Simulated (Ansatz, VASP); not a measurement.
Two plane-wave programs on LiCl

```xyz
2
Lattice="0.0000 2.7011 2.7011 2.7011 0.0000 2.7011 2.7011 2.7011 0.0000" Properties=species:S:1:pos:R:3 pbc="T T T"
Li    0.0000    0.0000    0.0000
Cl    1.3506    1.3506    1.3506
```

Alike in both runs: task single point; functional PBE; k mesh 6 × 6 × 6; no spin polarisation.

|  | VASP | Ansatz |
| --- | --- | --- |
| version | VASP 6.6.1 | Ansatz 0.2.0 |
| potentials or method | VASP PAW PBE potentials, release 64 (Li_sv, Cl) | plane waves, PAW |
| plane-wave cutoff (eV) | 520 | 420 |
| occupations | gaussian, width 0.01 eV | fixed |
| valence electrons in the cell | 10 | 10 |

|  | VASP | Ansatz | Ansatz less VASP |
| --- | --- | --- | --- |
| gap on the k mesh at the Fermi level (eV) | 6.18 | 6.18 | -0.005 |

Noted on VASP's run: the cutoff is short for stress, so the pressure is rough.
